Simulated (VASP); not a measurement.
# PtSe2 (Sudovikovite) (P-3m1) in VASP: a series of runs

The runs below take PtSe2 (Sudovikovite) through single point, with LDA.

All numbers are computed with VASP 6.6.1; they aren't measurements. Logs are shortened: lines on timing, memory, paths and dates and some standing lists are left out, and cuts for length are marked.

### 1 The cell of the first run

It takes space group P-3m1 (No. 164, trigonal). Conventional cell: a = 3.724 Å, b = 3.724 Å, c = 5.062 Å, α = 90.00°, β = 90.00°, γ = 120.00°. Pt (site symmetry -3m) has 6 Se at 2.49 Å within 3.3 Å. Within 3.3 Å of Se (site symmetry 3m) lie 3 Pt at 2.49 Å.

### 2 Single point, LDA

File INCAR:

```
SYSTEM = PtSe2
ALGO = Normal ; EDIFF = 1E-6
ENCUT = 520 ; GGA = CA
ISIF = 2 ; ISMEAR = 0
LASPH = .TRUE. ; LCHARG = .FALSE.
LREAL = .FALSE. ; LWAVE = .FALSE.
NBANDS = 18 ; NELM = 80
PREC = Accurate ; SIGMA = 0.1
```

File KPOINTS:

```
k-points
0
G
  9 9 6
  0 0 0
```

File POSCAR:

```
PtSe2
1.0
    3.7240000000      0.0000000000      0.0000000000
   -1.8620000000      3.2250790000      0.0000000000
    0.0000000000      0.0000000000      5.0620000000
Pt Se
1 2
Direct
    0.0000000000      0.0000000000      0.0000000000
    0.3333333333      0.6666666667      0.2500000000
    0.6666666667      0.3333333333      0.7500000000
```

Potentials or basis: VASP PAW LDA potentials, release 64 (Pt, Se).

On the command line:

```bash
$ cat potpaw_LDA.64/Pt/POTCAR potpaw_LDA.64/Se/POTCAR > POTCAR
$ mpirun -np 1 vasp_std > vasp.out
```

OUTCAR:

```text
SYSTEM = PtSe2
   EDIFF = 1E-6
   ENCUT = 520
   GGA = CA
   ISIF = 2
   ISMEAR = 0
   LASPH = .TRUE.
   LREAL = .FALSE.
   NELM = 80
   PREC = Accurate

 ion  position               nearest neighbor table
   1  0.000  0.000  0.000-   2 2.49   3 2.49   3 2.49   2 2.49   3 2.49   2 2.49
   2  0.333  0.667  0.250-   1 2.49   1 2.49   1 2.49
   3  0.667  0.333  0.750-   1 2.49   1 2.49   1 2.49

  LATTYP: Found a hexagonal cell.
 ALAT       =     3.7240000000
 C/A-ratio  =     1.3592910849

  Lattice vectors:

 A1 = (   3.7240000000,   0.0000000000,   0.0000000000)
 A2 = (  -1.8620000000,   3.2250790000,   0.0000000000)
 A3 = (   0.0000000000,   0.0000000000,   5.0620000000)

Analysis of symmetry for initial positions (statically):
=====================================================================
 Subroutine PRICEL returns:
 Original cell was already a primitive cell.

 Routine SETGRP: Setting up the symmetry group for a
 hexagonal supercell.

 Subroutine GETGRP returns: Found 12 space group operations
 (whereof 12 operations were pure point group operations)
 out of a pool of 24 trial point group operations.

The static configuration has the point symmetry D_3d.

Analysis of symmetry for dynamics (positions and initial velocities):
=====================================================================
 Subroutine PRICEL returns:
 Original cell was already a primitive cell.

 Routine SETGRP: Setting up the symmetry group for a
 hexagonal supercell.

 Subroutine GETGRP returns: Found 12 space group operations
 (whereof 12 operations were pure point group operations)
 out of a pool of 24 trial point group operations.

The dynamic configuration has the point symmetry D_3d.

 Subroutine INISYM returns: Found 12 space group operations
 (whereof 12 operations are pure point group operations),
 and found     1 'primitive' translations

----------------------------------------------------------------------------------------

                                     Primitive cell

  volume of cell :      60.7956

  direct lattice vectors                    reciprocal lattice vectors
     3.724000000  0.000000000  0.000000000     0.268528464  0.155034962  0.000000000
    -1.862000000  3.225079000  0.000000000     0.000000000  0.310069924  0.000000000
     0.000000000  0.000000000  5.062000000     0.000000000  0.000000000  0.197550375
[... 78 lines left out ...]
   ISTART =      0    job   : 0-new  1-cont  2-samecut
   ICHARG =      2    charge: 1-file 2-atom 10-const
   ISPIN  =      1    spin polarized calculation?
   LNONCOLLINEAR =      F non collinear calculations
   LSORBIT =      F    spin-orbit coupling
   LASPH  =      T    aspherical Exc in radial PAW
   ENCUT  =  520.0 eV  38.22 Ry    6.18 a.u.   6.92  6.92  9.41*2*pi/ulx,y,z
   NELM   =     80;   NELMIN=  2; NELMDL= -5     # of ELM steps
   EDIFF  = 0.1E-05   stopping-criterion for ELM
   LREAL  =      F    real-space projection
   EDIFFG = 0.1E-04   stopping-criterion for IOM
   NSW    =      0    number of steps for IOM
   IBRION =     -1    ionic relax: 0-MD 1-quasi-New 2-CG
   NFREE  =      0    steps in history (QN), initial steepest desc. (CG)
   ISIF   =      2    stress and relaxation
   ISYM   =      2    0-nonsym 1-usesym 2-fastsym
   POTIM  = 0.5000    time-step for ionic-motion
   TEBEG  =    0.0;   TEEND  =   0.0 temperature during run
   PSTRESS=    0.0 pullay stress
   NELECT =      22.0000    total number of electrons
   NUPDOWN=      -1.0000    fix difference up-down
   EMIN   =  10.00;   EMAX   =-10.00  energy-range for DOS
   EFERMI =   0.00;   METHOD = LEGACY
   ISMEAR =     0;   SIGMA  =   0.10  broadening in eV -4-tet -1-fermi 0-gaus
   EFERMI_NEDOS =   21; number of points for ismear=-14 and -15
   IALGO  =     38    algorithm
   IMIX   =      4    mixing-type and parameters
     AMIX     =   0.40;   BMIX     =  1.00
     AMIX_MAG =   1.60;   BMIX_MAG =  1.00
  volume/ion in A,a.u.               =      20.27       136.76
  Fermi-wavevector in a.u.,A,eV,Ry     =   1.166608  2.204570 18.517183  1.360975
  Thomas-Fermi vector in A             =   2.303119
   LORBIT       =      0    0 simple, 1 ext, 2 COOP (PROOUT), +10 PAW based schemes
   GGA     = CA    functional components
   LHFCALC =     F    Hartree Fock is set to
   AEXX    =    0.0000 exact exchange contribution
   IVDW    =     0    specifies the selected vdW correction
   LEPSILON=     F    determine dielectric tensor
   LRPA    =     F    only Hartree local field effects (RPA)
 non-spin polarized calculation
 Gauss-broadening in eV      SIGMA  =   0.10
  energy-cutoff  :      520.00
  volume of cell :       60.80
 maximum number of plane-waves:      1650
   NGX = 13   NGY = 13   NGZ = 19

 number of electron      21.9999998 magnetization

 Free energy of the ion-electron system (eV)
  ---------------------------------------------------
  ext. energy  EPLUGINS =         0.00000000
  ---------------------------------------------------
  free energy    TOTEN  =       -17.06010484 eV

  energy without entropy =      -17.05626154  energy(sigma->0) =      -17.05818319

 E-fermi :   6.5268     XC(G=0): -10.8993

 val. band max:        6.5195685753   @ k =   0.1111  -0.0000   0.0000
 cond. band min:       6.5281452041   @ k =   0.0000   0.3333   0.3333
 fundamental gap:      0.0085766288
 Fermi energy:         6.5267776715

 k-point     1 :       0.0000    0.0000    0.0000
  band No.  band energies     occupation
      1      -9.2147      2.00000
      2      -6.3908      2.00000
      3      -0.6986      2.00000
      4       0.0010      2.00000
      5       0.0010      2.00000
      6       2.4881      2.00000
[... 481 lines left out ...]
      5       0.8020      2.00000
      6       1.2289      2.00000
[... 10 lines left out ...]
     17      14.2308      0.00000
     18      16.0739      0.00000

 [... further k-points ...]
[... 5 lines left out ...]
  --------------------------------------------------------------------------------------
  -------------------------------------------------------------------------------------
  Total        0.1375834      0.1375835     -0.3522363      0.0000000     -0.0000000      0.0000000
  in kB        3.6258055      3.6258064     -9.2826628      0.0000000     -0.0000000      0.0000000
  external PRESSURE =      -0.6770170 kB  Pullay stress =       0.0000000 kB

 VOLUME and BASIS-vectors are now :
 -----------------------------------------------------------------------------
  energy-cutoff  :      520.00
  volume of cell :       60.80
      direct lattice vectors                 reciprocal lattice vectors
     3.724000000  0.000000000  0.000000000     0.268528464  0.155034962  0.000000000
    -1.862000000  3.225079000  0.000000000     0.000000000  0.310069924  0.000000000
     0.000000000  0.000000000  5.062000000     0.000000000  0.000000000  0.197550375

 POSITION                                       TOTAL-FORCE (eV/Angst)
 -----------------------------------------------------------------------------------
      0.00000      0.00000      0.00000         0.000000      0.000000     -0.000000
     -0.00000      2.15005      1.26550        -0.000000     -0.000000      0.221462
      1.86200      1.07503      3.79650         0.000000      0.000000     -0.221462
 -----------------------------------------------------------------------------------
    total drift:                               -0.000000     -0.000000     -0.000000

  FREE ENERGIE OF THE ION-ELECTRON SYSTEM (eV)
  ---------------------------------------------------
  free  energy   TOTEN  =       -17.0601048436 eV

  energy  without entropy=      -17.0562615416  energy(sigma->0) =      -17.05818319
```

Run time: 65 s. Hardware: 1 thread of AMD EPYC 7R43 (Zen 3), shared host; peak memory 0.16 GiB.

Results:

* Free energy: -17.0601 eV
* Pressure: -0.1 GPa
* Largest force: 0.221 eV/Å
* Band gap on the k mesh: zero (band 11 reaches 6.91 eV, above the bottom of band 12 at 6.48 eV)

Forces on the atoms (eV/Å):
```
Pt   0.000  0.000  0.000
Se   0.000  0.000  0.221
Se   0.000  0.000 -0.221
```

Levels at points of the mesh, in eV from the Fermi level:
```
           k point  band 7  band 8  band 9  band 10  band 11  band 12  band 13  band 14  band 15  band 16
(0.00, 0.00, 0.00)   -4.04   -2.58   -1.08    -1.08     0.39     1.43     1.43     3.49     4.03     7.22
(0.00, 0.00, 0.50)   -4.07   -3.02   -1.72    -1.51    -1.51     2.28     2.28     4.71     6.21     6.71
```

Caveat: spin-orbit coupling is left out, which moves the levels of the heavy elements.

### 3 Single point, LDA

File INCAR:

```
SYSTEM = PtSe2
PREC = Accurate
ENCUT = 520
EDIFF = 1E-7
ISMEAR = 0
SIGMA = 0.05
LREAL = .FALSE.
LASPH = .TRUE.
NELM = 60
ALGO = Normal
ISIF = 2
LWAVE = .FALSE.
LCHARG = .FALSE.
GGA = CA
NBANDS = 18
```

File KPOINTS:

```
Automatic mesh
0
G
  9 9 6
  0 0 0
```

POSCAR is that of step 2.

Potentials or basis: VASP PAW LDA potentials, release 64 (Pt, Se).

On the command line:

```bash
$ cat potpaw_LDA.64/Pt/POTCAR potpaw_LDA.64/Se/POTCAR > POTCAR
$ mpirun -np 1 vasp_std > vasp.out
```

It took 72 s on 1 thread of AMD EPYC 7R43 (Zen 3), shared host; peak memory 0.17 GiB.

It converged, with:

| Property | Result |
| --- | --- |
| Free energy | -17.0587 eV |
| Pressure | -0.1 GPa |
| Largest force | 0.225 eV/Å |
| Band gap on the k mesh | zero (band 11 reaches 6.92 eV, above the bottom of band 12 at 6.48 eV) |

Forces on the atoms (eV/Å):
```
Pt   0.000  0.000  0.000
Se   0.000  0.000  0.225
Se   0.000  0.000 -0.225
```

Stress tensor (GPa, compression positive):
```
 0.35  0.00  0.00
 0.00  0.35  0.00
 0.00  0.00 -0.91
```

Levels at points of the mesh, in eV from the Fermi level:
| k point | band 8 | band 9 | band 10 | band 11 | band 12 | band 13 | band 14 | band 15 |
| --- | --- | --- | --- | --- | --- | --- | --- | --- |
| (0.00, 0.00, 0.00) | -2.60 | -1.09 | -1.09 | 0.37 | 1.42 | 1.42 | 3.48 | 4.01 |
| (0.00, 0.00, 0.50) | -3.04 | -1.74 | -1.53 | -1.53 | 2.26 | 2.26 | 4.69 | 6.19 |

Caveat: spin-orbit coupling is left out, which moves the levels of the heavy elements.
